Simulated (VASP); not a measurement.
# MoS2 in VASP: a series of runs, part 3 of 3

VASP 6.6.1. Earlier steps stand in the parts before.

## (5) Electric field gradients, PBE (17.91 Å³/atom)

This run uses another cell than the first one, of 17.91 Å³/atom.

INCAR reads:

```
SYSTEM = MoS2
ALGO     = Normal         ! electronic algorithm
EDIFF    = 1E-8           ! SCF threshold, eV
ENCUT    = 520            ! plane-wave cutoff, eV
GGA      = PE             ! functional
ISIF     = 2              ! what is computed and relaxed
ISMEAR   = -1             ! smearing method
LASPH    = .True.         ! aspherical terms in the spheres
LCHARG   = .False.        ! write CHGCAR
LEFG     = .True.       
LREAL    = .False.        ! projectors in reciprocal space
LWAVE    = .False.        ! write WAVECAR
NBANDS   = 35             ! bands
NELM     = 60             ! most SCF steps
PREC     = Accurate       ! precision mode
SIGMA    = 0.03           ! smearing width, eV
```

KPOINTS reads:

```
k-points
0
Gamma
  10 10 3
  0 0 0
```

POSCAR reads:

```
MoS2
1.0
    3.1715033452      0.0000000000      0.0000000000
   -1.5857516726      2.7466024651      0.0000000000
    0.0000000000      0.0000000000     12.3358474762
Mo S
2 4
Direct
    0.3333333333      0.6666666667      0.2500000000
    0.6666666667      0.3333333333      0.7500000000
    0.3333333333      0.6666666667      0.6275000000
    0.6666666667      0.3333333333      0.1275000000
    0.3333333333      0.6666666667      0.8725000000
    0.6666666667      0.3333333333      0.3725000000
```

Potentials or basis: VASP PAW PBE potentials, release 64 (Mo_sv, S).

Run with:

```console
cat potpaw_PBE.64/Mo_sv/POTCAR potpaw_PBE.64/S/POTCAR > POTCAR
mpirun -np 1 vasp_std > vasp.out
```

OUTCAR:

```text
SYSTEM = MoS2
   EDIFF = 1E-8
   ENCUT = 520
   GGA = PE
   ISIF = 2
   ISMEAR = -1
   LASPH = .True.
   LREAL = .False.
   NELM = 60
   PREC = Accurate

 ion  position               nearest neighbor table
   1  0.333  0.667  0.250-   4 2.37   6 2.37   4 2.37   6 2.37   4 2.37   6 2.37
   2  0.667  0.333  0.750-   3 2.37   5 2.37   3 2.37   5 2.37   3 2.37   5 2.37
   3  0.333  0.667  0.627-   2 2.37   2 2.37   2 2.37
   4  0.667  0.333  0.127-   1 2.37   1 2.37   1 2.37
   5  0.333  0.667  0.873-   2 2.37   2 2.37   2 2.37
   6  0.667  0.333  0.373-   1 2.37   1 2.37   1 2.37

  LATTYP: Found a hexagonal cell.
 ALAT       =     3.1715033452
 C/A-ratio  =     3.8895899306

  Lattice vectors:

 A1 = (   3.1715033452,   0.0000000000,   0.0000000000)
 A2 = (  -1.5857516726,   2.7466024651,   0.0000000000)
 A3 = (   0.0000000000,   0.0000000000,  12.3358474762)

Analysis of symmetry for initial positions (statically):
=====================================================================
 Subroutine PRICEL returns:
 Original cell was already a primitive cell.
[... 1128 lines left out ...]
 -----------------------------------------------------------------------------------
    total drift:                               -0.000000      0.000000     -0.000000

  FREE ENERGIE OF THE ION-ELECTRON SYSTEM (eV)
  ---------------------------------------------------
  free  energy   TOTEN  =       -43.5209012708 eV

  energy  without entropy=      -43.5209012581  energy(sigma->0) =      -43.52090126

 Electric field gradients (V/A^2)
---------------------------------------------------------------------
 ion       V_xx      V_yy      V_zz      V_xy      V_xz      V_yz
---------------------------------------------------------------------
   1      46.133    46.132   -92.265    -0.001     0.000    -0.000
   2      46.133    46.132   -92.265    -0.001    -0.000     0.000
   3      30.593    30.593   -61.186     0.001     0.000    -0.000
   4      30.593    30.593   -61.186     0.001    -0.000     0.000
   5      30.593    30.593   -61.186     0.001    -0.000     0.000
   6      30.593    30.593   -61.186     0.001     0.000    -0.000
---------------------------------------------------------------------

 Electric field gradients after diagonalization (V/A^2)
 (convention: |V_zz| > |V_xx| > |V_yy|)
----------------------------------------------------------------------
 ion       V_xx      V_yy      V_zz     asymmetry (V_yy - V_xx)/ V_zz
----------------------------------------------------------------------
   1      46.133    46.131   -92.265       0.000
   2      46.133    46.131   -92.265       0.000
   3      30.594    30.593   -61.186       0.000
   4      30.594    30.593   -61.186       0.000
   5      30.594    30.593   -61.186       0.000
   6      30.594    30.593   -61.186       0.000
----------------------------------------------------------------------

           NMR quadrupolar parameters

 Cq : quadrupolar parameter    Cq=e*Q*V_zz/h
 eta: asymmetry parameters     (V_yy - V_xx)/ V_zz
 Q  : nuclear electric quadrupole moment in mb (millibarn)
----------------------------------------------------------------------
 ion       Cq(MHz)       eta       Q (mb)
----------------------------------------------------------------------
   1      -0.223       0.000       1.000
   2      -0.223       0.000       1.000
   3      -0.148       0.000       1.000
   4      -0.148       0.000       1.000
   5      -0.148       0.000       1.000
   6      -0.148       0.000       1.000
----------------------------------------------------------------------
```

stdout:

```text
POSCAR found type information on POSCAR MoS
 POSCAR found :  2 types and       6 ions
 scaLAPACK will be used
 LDA part: xc-table for (Slater+PW92), standard interpolation
 POSCAR, INCAR and KPOINTS ok, starting setup
 FFT: planning ... GRIDC
 FFT: planning ... GRID_SOFT
 FFT: planning ... GRID
 WAVECAR not read
 entering main loop
ion   1

ion   2

ion   3

ion   4

ion   5

ion   6
```

Wall time 2.5 min (1 thread of Intel Xeon 8259CL, shared host); peak memory 0.27 GiB.

Results:

```
Free energy                             : -43.5209 eV
Pressure                                : 7.0 GPa
Largest force                           : 1.014 eV/Å
Band gap on the k mesh                  : 0.88 eV (least direct gap 1.85 eV)
Largest electric field gradient by atom : Mo -92.3; S -61.2 V/Å²
```

Forces in eV/Å, atoms in the order of the input:
```
Mo   0.000  0.000  0.000
Mo   0.000  0.000  0.000
S    0.000  0.000 -1.014
S    0.000  0.000 -1.014
S    0.000  0.000  1.014
S    0.000  0.000  1.014
```

Levels at points of the mesh, in eV from the valence-band top:
| k point | band 22 | band 23 | band 24 | band 25 | band 26 | band 27 | band 28 | band 29 | band 30 | band 31 |
| --- | --- | --- | --- | --- | --- | --- | --- | --- | --- | --- |
| (0.00, 0.00, 0.00) | -2.52 | -2.52 | -1.31 | -1.09 | 0.00 | 1.98 | 1.98 | 2.00 | 2.00 | 2.30 |
| (0.50, 0.00, 0.00) | -2.52 | -2.02 | -1.87 | -1.55 | -1.42 | 1.40 | 1.44 | 1.89 | 2.08 | 2.89 |

Electric field gradients, principal values (V/Å²):
```
atom   least  middle  greatest (by size)
1 Mo  46.131  46.133             -92.265
2 Mo  46.131  46.133             -92.265
 3 S  30.593  30.594             -61.186
 4 S  30.593  30.594             -61.186
 5 S  30.593  30.594             -61.186
 6 S  30.593  30.594             -61.186
```

Caveat: the cell stands under pressure; without QUAD_EFG the Cq values of the log hold for a quadrupole moment of 1 mb, not for the nuclei; an odd mesh through Γ misses points on the zone boundary, where band edges can lie; this functional lacks dispersion, which binds the layers, so the pressure and a relaxed spacing across them are unreliable; forces of over 1 eV/Å act on the atoms, so gaps and moduli don't describe the material at rest.

## (6) Electric field gradients, PBE (18.44 Å³/atom)

This run uses another cell than the first one, of 18.44 Å³/atom.

INCAR reads:

```
SYSTEM = MoS2
ALGO     = Normal         ! electronic algorithm
EDIFF    = 1E-8           ! SCF threshold, eV
ENCUT    = 520            ! plane-wave cutoff, eV
GGA      = PE             ! functional
ISIF     = 2              ! what is computed and relaxed
ISMEAR   = -1             ! smearing method
LASPH    = .TRUE.         ! aspherical terms in the spheres
LCHARG   = .FALSE.        ! write CHGCAR
LEFG     = .TRUE.       
LREAL    = .FALSE.        ! projectors in reciprocal space
LWAVE    = .FALSE.        ! write WAVECAR
NBANDS   = 35             ! bands
NELM     = 80             ! most SCF steps
PREC     = Accurate       ! precision mode
SIGMA    = 0.03           ! smearing width, eV
```

KPOINTS reads:

```
k-points
0
G
  10 10 3
  0 0 0
```

Edit POSCAR of step 5 so:

```diff
@@ -2,5 +2,5 @@
 1.0
-    3.1715033452      0.0000000000      0.0000000000
-   -1.5857516726      2.7466024651      0.0000000000
-    0.0000000000      0.0000000000     12.3358474762
+    3.2025984982      0.0000000000      0.0000000000
+   -1.6012992491      2.7735316575      0.0000000000
+    0.0000000000      0.0000000000     12.4567948700
 Mo S
```

Potentials or basis: VASP PAW PBE potentials, release 64 (Mo_sv, S).

Run with:

```console
cat potpaw_PBE.64/Mo_sv/POTCAR potpaw_PBE.64/S/POTCAR > POTCAR
mpirun -np 1 vasp_std > vasp.out
```

OUTCAR:

```text
SYSTEM = MoS2
   EDIFF = 1E-8
   ENCUT = 520
   GGA = PE
   ISIF = 2
   ISMEAR = -1
   LASPH = .TRUE.
   LREAL = .FALSE.
   NELM = 80
   PREC = Accurate

 ion  position               nearest neighbor table
   1  0.333  0.667  0.250-   4 2.40   6 2.40   4 2.40   6 2.40   4 2.40   6 2.40
   2  0.667  0.333  0.750-   3 2.40   5 2.40   3 2.40   5 2.40   3 2.40   5 2.40
   3  0.333  0.667  0.627-   2 2.40   2 2.40   2 2.40
   4  0.667  0.333  0.127-   1 2.40   1 2.40   1 2.40
   5  0.333  0.667  0.873-   2 2.40   2 2.40   2 2.40
   6  0.667  0.333  0.373-   1 2.40   1 2.40   1 2.40

  LATTYP: Found a hexagonal cell.
 ALAT       =     3.2025984982
 C/A-ratio  =     3.8895899305

  Lattice vectors:

 A1 = (   3.2025984982,   0.0000000000,   0.0000000000)
 A2 = (  -1.6012992491,   2.7735316575,   0.0000000000)
 A3 = (   0.0000000000,   0.0000000000,  12.4567948700)

Analysis of symmetry for initial positions (statically):
=====================================================================
 Subroutine PRICEL returns:
 Original cell was already a primitive cell.

 Routine SETGRP: Setting up the symmetry group for a
 hexagonal supercell.

 Subroutine GETGRP returns: Found 24 space group operations
 (whereof 12 operations were pure point group operations)
 out of a pool of 24 trial point group operations.

The static configuration has the point symmetry D_3d.
 The point group associated with its full space group is D_6h.

Analysis of symmetry for dynamics (positions and initial velocities):
=====================================================================
 Subroutine PRICEL returns:
 Original cell was already a primitive cell.

[... 1091 lines left out ...]
  Total        0.3472928      0.3472928      4.3059105      0.0000000      0.0000000      0.0000000
  in kB        5.0288001      5.0288001     62.3495957      0.0000000      0.0000000      0.0000000
  external PRESSURE =      24.1357319 kB  Pullay stress =       0.0000000 kB

 VOLUME and BASIS-vectors are now :
 -----------------------------------------------------------------------------
  energy-cutoff  :      520.00
  volume of cell :      110.65
      direct lattice vectors                 reciprocal lattice vectors
     3.202598498  0.000000000  0.000000000     0.312246446  0.180275570  0.000000000
    -1.601299249  2.773531657  0.000000000     0.000000000  0.360551140  0.000000000
     0.000000000  0.000000000 12.456794870     0.000000000  0.000000000  0.080277472

 POSITION                                       TOTAL-FORCE (eV/Angst)
 -----------------------------------------------------------------------------------
     -0.00000      1.84902      3.11420        -0.000000      0.000000     -0.000000
      1.60130      0.92451      9.34260         0.000000     -0.000000     -0.000000
     -0.00000      1.84902      7.81664         0.000000      0.000000     -0.502445
      1.60130      0.92451      1.58824        -0.000000     -0.000000     -0.502445
     -0.00000      1.84902     10.86855         0.000000      0.000000      0.502445
      1.60130      0.92451      4.64016         0.000000     -0.000000      0.502445
 -----------------------------------------------------------------------------------
    total drift:                                0.000000     -0.000000      0.000000

  FREE ENERGIE OF THE ION-ELECTRON SYSTEM (eV)
  ---------------------------------------------------
  free  energy   TOTEN  =       -43.6150365077 eV

  energy  without entropy=      -43.6150364933  energy(sigma->0) =      -43.61503650

 Electric field gradients (V/A^2)
---------------------------------------------------------------------
 ion       V_xx      V_yy      V_zz      V_xy      V_xz      V_yz
---------------------------------------------------------------------
   1      44.436    44.435   -88.871    -0.001    -0.000     0.000
   2      44.436    44.435   -88.871    -0.001     0.000    -0.000
   3      29.515    29.515   -59.030     0.001    -0.000     0.000
   4      29.515    29.515   -59.030     0.001     0.000    -0.000
   5      29.515    29.515   -59.030     0.001     0.000    -0.000
   6      29.515    29.515   -59.030     0.001    -0.000     0.000
---------------------------------------------------------------------

 Electric field gradients after diagonalization (V/A^2)
 (convention: |V_zz| > |V_xx| > |V_yy|)
----------------------------------------------------------------------
 ion       V_xx      V_yy      V_zz     asymmetry (V_yy - V_xx)/ V_zz
----------------------------------------------------------------------
   1      44.436    44.435   -88.871       0.000
   2      44.436    44.435   -88.871       0.000
   3      29.516    29.514   -59.030       0.000
   4      29.516    29.514   -59.030       0.000
   5      29.516    29.514   -59.030       0.000
   6      29.516    29.514   -59.030       0.000
----------------------------------------------------------------------

           NMR quadrupolar parameters

 Cq : quadrupolar parameter    Cq=e*Q*V_zz/h
 eta: asymmetry parameters     (V_yy - V_xx)/ V_zz
 Q  : nuclear electric quadrupole moment in mb (millibarn)
----------------------------------------------------------------------
 ion       Cq(MHz)       eta       Q (mb)
----------------------------------------------------------------------
   1      -0.215       0.000       1.000
   2      -0.215       0.000       1.000
   3      -0.143       0.000       1.000
   4      -0.143       0.000       1.000
   5      -0.143       0.000       1.000
   6      -0.143       0.000       1.000
----------------------------------------------------------------------
```

stdout:

```text
POSCAR found type information on POSCAR MoS
 POSCAR found :  2 types and       6 ions
 scaLAPACK will be used
 LDA part: xc-table for (Slater+PW92), standard interpolation
 POSCAR, INCAR and KPOINTS ok, starting setup
 FFT: planning ... GRIDC
 FFT: planning ... GRID_SOFT
 FFT: planning ... GRID
 WAVECAR not read
 entering main loop
ion   1

ion   2

ion   3

ion   4

ion   5

ion   6
```

Wall time 2.6 min (1 thread of Intel Xeon 8259CL, shared host); peak memory 0.27 GiB.

What came out:

```
Free energy                             : -43.6150 eV
Pressure                                : 2.4 GPa
Largest force                           : 0.502 eV/Å
Band gap on the k mesh                  : 0.87 eV (least direct gap 1.78 eV)
Largest electric field gradient by atom : Mo -88.9; S -59.0 V/Å²
```

Forces in eV/Å, atoms in the order of the input:
```
Mo   0.000  0.000  0.000
Mo   0.000  0.000  0.000
S    0.000  0.000 -0.502
S    0.000  0.000 -0.502
S    0.000  0.000  0.502
S    0.000  0.000  0.502
```

Stress tensor (GPa, compression positive):
```
0.50 0.00 0.00
0.00 0.50 0.00
0.00 0.00 6.23
```

Electric field gradients, principal values (V/Å²):
```csv
atom,least,middle,greatest (by size)
1 Mo,44.435,44.436,-88.871
2 Mo,44.435,44.436,-88.871
3 S,29.514,29.516,-59.030
4 S,29.514,29.516,-59.030
5 S,29.514,29.516,-59.030
6 S,29.514,29.516,-59.030
```

Caveat: without QUAD_EFG the Cq values of the log hold for a quadrupole moment of 1 mb, not for the nuclei; an odd mesh through Γ misses points on the zone boundary, where band edges can lie; this functional lacks dispersion, which binds the layers, so the pressure and a relaxed spacing across them are unreliable.

## (7) Summary

| cell | gap on the mesh (eV) | pressure (GPa) | largest force (eV/Å) |
| --- | --- | --- | --- |
| a = 3.161, b = 3.147, c = 12.295 Å, angles 89.8, 89.4, 119.6°, 6 atoms | 0.87 | 8.8 | 1.23 |
| a = 3.096, b = 3.096, c = 12.044 Å, angles 90.0, 90.0, 120.0°, 6 atoms | 0.89 | 21.0 | 2.45 |
| a = 3.140, b = 3.140, c = 12.212 Å, angles 90.0, 90.0, 120.0°, 6 atoms | 0.88 | 12.4 | 1.58 |
| a = 3.172, b = 3.172, c = 12.336 Å, angles 90.0, 90.0, 120.0°, 6 atoms | 0.88 | 7.0 | 1.01 |
| a = 3.203, b = 3.203, c = 12.457 Å, angles 90.0, 90.0, 120.0°, 6 atoms | 0.87 | 2.4 | 0.50 |

Alike in all rows: task electric field gradients; level PBE; potentials or basis VASP PAW PBE potentials, release 64 (Mo_sv, S); no spin polarisation; k mesh 10 × 10 × 3; cutoff (eV) 520; smearing fermi-dirac 0.03 eV.

Caveats: an odd mesh through Γ misses points on the zone boundary, where band edges can lie; the cell stands under pressure (at least some runs); forces of over 1 eV/Å act on the atoms, so gaps and moduli don't describe the material at rest (at least some runs); this functional lacks dispersion, which binds the layers, so the pressure and a relaxed spacing across them are unreliable (at least some runs).

Total energies depend on the potentials used, so only differences within one code and one set of settings carry meaning.
